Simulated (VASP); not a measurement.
# Pd (Im-3m) in VASP: settings compared, part 2 of 2

VASP 6.6.1. Earlier steps stand in the parts before.

### 5 Single point, HSE06, non-collinear spin, zero start, spin-orbit coupling

POSCAR reads:

```
Pd
1.0
   -1.5722810000      1.5722810000      1.5722810000
    1.5722810000     -1.5722810000      1.5722810000
    1.5722810000      1.5722810000     -1.5722810000
Pd
1
Direct
    0.0000000000      0.0000000000      0.0000000000
```

INCAR.step1 reads:

```
SYSTEM = Pd
PREC = Accurate
ENCUT = 520
EDIFF = 1E-5
ISMEAR = -1
SIGMA = 0.05
LREAL = .False.
LASPH = .True.
NELM = 150
ALGO = Normal
ISIF = 2
LWAVE = .True.
LCHARG = .False.
MAGMOM = 0 0 0
LORBIT = 11
LSORBIT = .True.
GGA_COMPAT = .False.
LORBMOM = .True.
LMAXMIX = 4
NBANDS = 21
GGA = PE
```

INCAR.step2 reads:

```
SYSTEM = Pd
PREC = Accurate
ENCUT = 520
EDIFF = 1E-6
ISMEAR = -1
SIGMA = 0.05
LREAL = .False.
LASPH = .True.
NELM = 150
ALGO = Normal
ISIF = 2
LWAVE = .False.
LCHARG = .False.
MAGMOM = 0 0 0
LORBIT = 11
LSORBIT = .True.
GGA_COMPAT = .False.
LORBMOM = .True.
LMAXMIX = 4
GGA = PE
LHFCALC = .True.
HFSCREEN = 0.2079
PRECFOCK = Normal
NBANDS = 21
ISTART = 1
```

KPOINTS reads:

```
regular mesh
0
Gamma
  5 5 5
  0 0 0
```

Potentials or basis: VASP PAW PBE potentials, release 64 (Pd).

On the command line:

```console
cat potpaw_PBE.64/Pd/POTCAR > POTCAR
cp INCAR.step1 INCAR
mpirun -np 1 vasp_ncl > vasp.out
cp INCAR.step2 INCAR
mpirun -np 1 vasp_ncl > vasp.out
```

OUTCAR:

```text
SYSTEM = Pd
   PREC = Accurate
   ENCUT = 520
   EDIFF = 1E-6
   ISMEAR = -1
   LREAL = .False.
   LASPH = .True.
   NELM = 150
   ISIF = 2
   LORBIT = 11
   LSORBIT = .True.
   GGA = PE
   LHFCALC = .True.
   HFSCREEN = 0.2079
   PRECFOCK = Normal
   ISTART = 1

 ion  position               nearest neighbor table
   1  0.000  0.000  0.000-

  LATTYP: Found a body centered cubic cell.
 ALAT       =     3.1445620000

  Lattice vectors:

 A1 = (  -1.5722810000,   1.5722810000,   1.5722810000)
 A2 = (   1.5722810000,  -1.5722810000,   1.5722810000)
 A3 = (   1.5722810000,   1.5722810000,  -1.5722810000)

Analysis of symmetry for initial positions (statically):
[... 473 lines left out ...]
 ----------------------------------------
  1        -0.000   0.000   0.000
 ----------------------------------------
           -0.000   0.000   0.000

 Spin-Orbit-Coupling matrix elements

 Ion:    1  E_soc:     -0.0840094
 l=   1
     0.0000000    -0.0019572    -0.0019572
    -0.0019572     0.0000000    -0.0019572
    -0.0019572    -0.0019572     0.0000000
 l=   2
     0.0000000    -0.0016179     0.0000000    -0.0016179    -0.0104265
    -0.0016179     0.0000000    -0.0078199    -0.0016179    -0.0026066
     0.0000000    -0.0078199     0.0000000    -0.0078199     0.0000000
    -0.0016179    -0.0016179    -0.0078199     0.0000000    -0.0026066
    -0.0104265    -0.0026066     0.0000000    -0.0026066     0.0000000
 l=   3
     0.0000000     0.0000000     0.0000000     0.0000000     0.0000000     0.0000000     0.0000000
     0.0000000     0.0000000     0.0000000     0.0000000     0.0000000     0.0000000     0.0000000
     0.0000000     0.0000000     0.0000000     0.0000000     0.0000000     0.0000000     0.0000000
     0.0000000     0.0000000     0.0000000     0.0000000     0.0000000     0.0000000     0.0000000
     0.0000000     0.0000000     0.0000000     0.0000000     0.0000000     0.0000000     0.0000000
     0.0000000     0.0000000     0.0000000     0.0000000     0.0000000     0.0000000     0.0000000
     0.0000000     0.0000000     0.0000000     0.0000000     0.0000000     0.0000000     0.0000000

 total charge

# of ion       s       p       d       tot
------------------------------------------
    1        0.488   0.353   8.650   9.490

 magnetization (x)

# of ion       s       p       d       tot
------------------------------------------
    1        0.000   0.000   0.000   0.000

 magnetization (y)

# of ion       s       p       d       tot
------------------------------------------
    1       -0.000  -0.000  -0.000  -0.000

 magnetization (z)

# of ion       s       p       d       tot
------------------------------------------
    1        0.000   0.000   0.000   0.000
```

Run time: 13 min. Hardware: 1 thread of Intel Xeon Platinum 8488C (Sapphire Rapids), shared host; peak memory 0.27 GiB.

What came out:

```
Free energy                                           : -5.9148 eV
Pressure                                              : -1.0 GPa
Net moment                                            : 0.00 μB per cell
Valence electrons inside the program's atomic spheres : Pd 9.49
```

Moments on the atoms (μB; x, y, z):
```
Pd  0.00 0.00 0.00
```

Caveat: the k points lie up to 0.57 Å⁻¹ apart; the PAW data sets were made with another functional, which shifts forces and pressure a little.

### 6 Single point, PBE0

This run uses another cell than the first one, of 16.17 Å³/atom.

POSCAR reads:

```
Pd
1.0
   -1.5929712806      1.5929712806      1.5929712806
    1.5929712806     -1.5929712806      1.5929712806
    1.5929712806      1.5929712806     -1.5929712806
Pd
1
Direct
    0.0000000000      0.0000000000      0.0000000000
```

INCAR.step1 reads:

```
SYSTEM = Pd
ALGO = Normal
EDIFF = 1E-5
ENCUT = 520
GGA = PE
ISIF = 2
ISMEAR = -1
LASPH = .True.
LREAL = .False.
LWAVE = .True.
NBANDS = 11
NELM = 60
PREC = Accurate
SIGMA = 0.05
```

INCAR.step2 reads:

```
SYSTEM = Pd
AEXX = 0.25
ALGO = Normal
EDIFF = 1E-7
ENCUT = 520
GGA = PE
ISIF = 2
ISMEAR = -1
ISTART = 1
LASPH = .True.
LCHARG = .True.
LELF = .True.
LHFCALC = .True.
LREAL = .False.
LVHAR = .True.
LWAVE = .False.
NBANDS = 11
NELM = 60
PREC = Accurate
PRECFOCK = Normal
SIGMA = 0.05
```

KPOINTS reads:

```
k-points
0
Gamma
  6 6 6
  0 0 0
```

Potentials or basis: VASP PAW PBE potentials, release 64 (Pd).

On the command line:

```console
cat potpaw_PBE.64/Pd/POTCAR > POTCAR
cp INCAR.step1 INCAR
mpirun -np 1 vasp_std > vasp.out
cp INCAR.step2 INCAR
mpirun -np 1 vasp_std > vasp.out
```

OUTCAR:

```text
SYSTEM = Pd
   AEXX = 0.25
   EDIFF = 1E-7
   ENCUT = 520
   GGA = PE
   ISIF = 2
   ISMEAR = -1
   ISTART = 1
   LASPH = .True.
   LHFCALC = .True.
   LREAL = .False.
   NELM = 60
   PREC = Accurate
   PRECFOCK = Normal

 ion  position               nearest neighbor table
   1  0.000  0.000  0.000-

  LATTYP: Found a body centered cubic cell.
 ALAT       =     3.1859425612

  Lattice vectors:

 A1 = (  -1.5929712806,   1.5929712806,   1.5929712806)
[... 402 lines left out ...]
     10      26.2278      0.00000
     11      26.2839      0.00000

------------------------ aborting loop because EDIFF is reached ----------------------------------------

  FORCE on cell =-STRESS in cart. coord.  units (eV):
  Direction    XX          YY          ZZ          XY          YZ          ZX
  --------------------------------------------------------------------------------------
  -------------------------------------------------------------------------------------
  Total       -1.1902560     -1.1902560     -1.1902560      0.0000000     -0.0000000      0.0000000
  in kB     -117.9416352   -117.9416352   -117.9416352      0.0000000     -0.0000000      0.0000000
  external PRESSURE =    -117.9416352 kB  Pullay stress =       0.0000000 kB

 VOLUME and BASIS-vectors are now :
 -----------------------------------------------------------------------------
  energy-cutoff  :      520.00
  volume of cell :       16.17
      direct lattice vectors                 reciprocal lattice vectors
    -1.592971281  1.592971281  1.592971281     0.000000000  0.313878854  0.313878854
     1.592971281 -1.592971281  1.592971281     0.313878854  0.000000000  0.313878854
     1.592971281  1.592971281 -1.592971281     0.313878854  0.313878854  0.000000000

 POSITION                                       TOTAL-FORCE (eV/Angst)
 -----------------------------------------------------------------------------------
      0.00000      0.00000      0.00000         0.000000      0.000000      0.000000
 -----------------------------------------------------------------------------------
    total drift:                                0.000000      0.000000      0.000000

  FREE ENERGIE OF THE ION-ELECTRON SYSTEM (eV)
  ---------------------------------------------------
  free  energy   TOTEN  =        -6.4947889928 eV

  energy  without entropy=       -6.4916008514  energy(sigma->0) =       -6.49319492
```

OUTCAR.step1:

```text
SYSTEM = Pd
   EDIFF = 1E-5
   ENCUT = 520
   GGA = PE
   ISIF = 2
   ISMEAR = -1
   LASPH = .True.
[... 432 lines left out ...]
 -----------------------------------------------------------------------------------
      0.00000      0.00000      0.00000        -0.000000      0.000000     -0.000000
 -----------------------------------------------------------------------------------
    total drift:                                0.000000      0.000000     -0.000000

  FREE ENERGIE OF THE ION-ELECTRON SYSTEM (eV)
  ---------------------------------------------------
  free  energy   TOTEN  =        -5.1711773231 eV

  energy  without entropy=       -5.1574058653  energy(sigma->0) =       -5.16429159
```

OSZICAR.step1:

```text
N       E                     dE             d eps       ncg     rms          rms(c)
DAV:   1     0.420780923551E+02    0.42078E+02   -0.53556E+03   352   0.850E+02
DAV:   2    -0.479694682419E+01   -0.46875E+02   -0.45820E+02   391   0.182E+02
DAV:   3    -0.541450154526E+01   -0.61755E+00   -0.61716E+00   423   0.217E+01
DAV:   4    -0.541717039987E+01   -0.26689E-02   -0.26686E-02   420   0.156E+00
DAV:   5    -0.541720020081E+01   -0.29801E-04   -0.29802E-04   454   0.142E-01    0.583E+00
DAV:   6    -0.518099487683E+01    0.23621E+00   -0.97608E-01   424   0.807E+00    0.283E+00
DAV:   7    -0.517376228275E+01    0.72326E-02   -0.85045E-03   440   0.764E-01    0.155E+00
DAV:   8    -0.517118367903E+01    0.25786E-02   -0.89203E-04   421   0.231E-01    0.727E-02
DAV:   9    -0.517117732314E+01    0.63559E-05   -0.12907E-05   415   0.321E-02
   1 F= -.51711773E+01 E0= -.51642916E+01  d E =-.137715E-01
```

Wall time 7.3 min (1 thread of Intel Xeon Platinum 8259CL at 2.50GHz (Skylake/Cascade Lake), shared host); peak memory 0.15 GiB.

Results:

* Free energy: -6.4948 eV
* Pressure: -11.8 GPa
* Band gap on the k mesh: zero (bands 5 and 6 overlap by 2.73 eV)

Caveat: the k points lie up to 0.46 Å⁻¹ apart, too coarse for converged energies and pressures of a metal; the PAW data sets were made with another functional, which shifts forces and pressure a little.

### 7 Overview

| level | spin | cell | k mesh | share of exact exchange | screening parameter | gap on the mesh (eV) | pressure (GPa) | moment (μB) |
| --- | --- | --- | --- | --- | --- | --- | --- | --- |
| r2SCANh | off | a = 2.723 Å, angles 109.5°, 1 atom | 6 × 6 × 6 | 0.1 | - | none | -7.1 | - |
| B3LYP | off | a = 2.737 Å, angles 109.5°, 1 atom | 6 × 6 × 6 | 0.2 | - | none | 0.4 | - |
| PBE0 | non-collinear, zero start, SOC | a = 2.723 Å, angles 109.5°, 1 atom | 5 × 5 × 5 | 0.25 | - | - | -1.2 | 0.04 |
| HSE06 | non-collinear, zero start, SOC | a = 2.723 Å, angles 109.5°, 1 atom | 5 × 5 × 5 | 0.25 | 0.2079 1/Å | - | -1.0 | 0.00 |
| PBE0 | off | a = 2.759 Å, angles 109.5°, 1 atom | 6 × 6 × 6 | 0.25 | - | none | -11.8 | - |

Alike in all rows: task single point; potentials or basis VASP PAW PBE potentials, release 64 (Pd); cutoff (eV) 520; smearing fermi-dirac 0.05 eV.

Caveats: all runs use coarse meshes; the PAW data sets were made with another functional, which shifts forces and pressure a little.

Absolute energies hang on the potentials; compare differences alone.
